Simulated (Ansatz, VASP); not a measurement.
Sr: VASP beside Ansatz

```xyz
3
Lattice="7.0660 0.0000 0.0000 -3.5330 6.1193 0.0000 0.0000 0.0000 3.8166" Properties=species:S:1:pos:R:3 pbc="T T T"
Sr   -2.3522    4.0741    0.0000
Sr    1.1808    2.0452    0.0000
Sr    4.7044    0.0000    0.0000
```

Alike in both runs: task single point; functional RPBE; k mesh 3 × 3 × 1; occupations gaussian, width 0.1 eV; no spin polarisation.

|  | VASP | Ansatz |
| --- | --- | --- |
| version | VASP 6.6.1 | Ansatz 0.2.0 |
| potentials or method | VASP PAW PBE potentials, release 64 (Sr_sv), cutoff 520 eV | scalar-relativistic, plane waves, PAW |
| valence electrons in the cell | 30 | 30 |

```csv
,VASP,Ansatz,Ansatz less VASP
gap on the k mesh at the Fermi level (eV),none,none,-
pressure (GPa),2.3,2.3,-0.01
"traceless stress, the component that is largest in VASP (GPa)",-2.81,-2.81,+0.004
rms of the force components (eV/Å),0.013,0.013,+0.0001
```

VASP's potentials were made for PBE, not for RPBE. Atom by atom the forces differ by 0.000 eV/Å (rms over components). A gap of «none» marks a metal or a gap that the smearing closes. With one functional, cell and mesh, what is left measures potentials, basis and numerics.

The k mesh is coarse, so the values compare programs but aren't converged.
